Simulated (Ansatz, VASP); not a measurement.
# GaB3As4: VASP beside Ansatz

```
Ga B As
1.0
     5.05913    0.00000    0.00000
     0.00000    5.05913    0.00000
     0.00000    0.00000    5.05913
Ga B As
1 3 4
Direct
  0.50000 0.50000 0.50000
  0.50000 0.00000 0.00000
  0.00000 0.00000 0.50000
  0.00000 0.50000 0.00000
  0.76645 0.23355 0.76645
  0.76645 0.76645 0.23355
  0.23355 0.23355 0.23355
  0.23355 0.76645 0.76645
```

Alike in both runs: functional PBE; k mesh 4 × 4 × 4; occupations gaussian, width 0.1 eV; no spin polarisation.

Ansatz relaxed the structure, and its values are those at the end. VASP's run is a single point on that final structure, the one shown.

|  | VASP | Ansatz |
| --- | --- | --- |
| version | VASP 6.6.1 | Ansatz 0.2.0 |
| potentials or method | VASP PAW PBE potentials, release 64 (Ga_d, B, As), cutoff 520 eV | scalar-relativistic, plane waves, PAW |
| valence electrons in the cell | 42 | 82 |

|  | VASP | Ansatz | Ansatz less VASP |
| --- | --- | --- | --- |
| gap on the k mesh at the Fermi level (eV) | 0.46 | 0.47 | +0.010 |
| least direct gap on the mesh (eV) | 0.46 | 0.47 | +0.010 |
| pressure (GPa) | 0.1 | -0.2 | -0.36 |
| rms of the force components (eV/Å) | 0.010 | 0.006 | -0.0043 |

VASP's potentials hold 42 valence electrons a cell and Ansatz's 82, so a difference there can come from the potentials and not from the codes.
